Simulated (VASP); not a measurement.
CsSnBr3:

```
Cs Sn Br
1.0
     5.84115    0.00000    0.00000
     0.00000    5.84115    0.00000
     0.00000    0.00000    5.84115
Cs Sn Br
1 1 3
Cartesian
  0.0000 0.0000 0.0000
  2.9206 2.9206 2.9206
  2.9206 2.9206 0.0000
  2.9206 0.0000 2.9206
  0.0000 2.9206 2.9206
```

Base run:

| Property | Result |
| --- | --- |
| Program | VASP 6.6.1 |
| Functional | PBE0 |
| Potentials or basis | VASP PAW PBE potentials, release 64 (Cs_sv, Sn_d, Br) |
| Cutoff | 400 eV |
| k mesh | 4 × 4 × 4 |
| Occupations | gaussian, width 0.01 eV |
| Spin | no spin polarisation |

Its results: band gap on the k mesh 1.56 eV; pressure 0.3 GPa.

Task: The run is repeated on the same cell with these changes: functional from PBE0 to HSE06. What comes out?

Result: Band gap on the k mesh 0.94 eV; pressure 0.3 GPa.

Caveats: the PAW data sets were made with another functional, which shifts forces and pressure a little; spin-orbit coupling is left out, which moves the levels of the heavy elements.

A k mesh can miss the band edges.
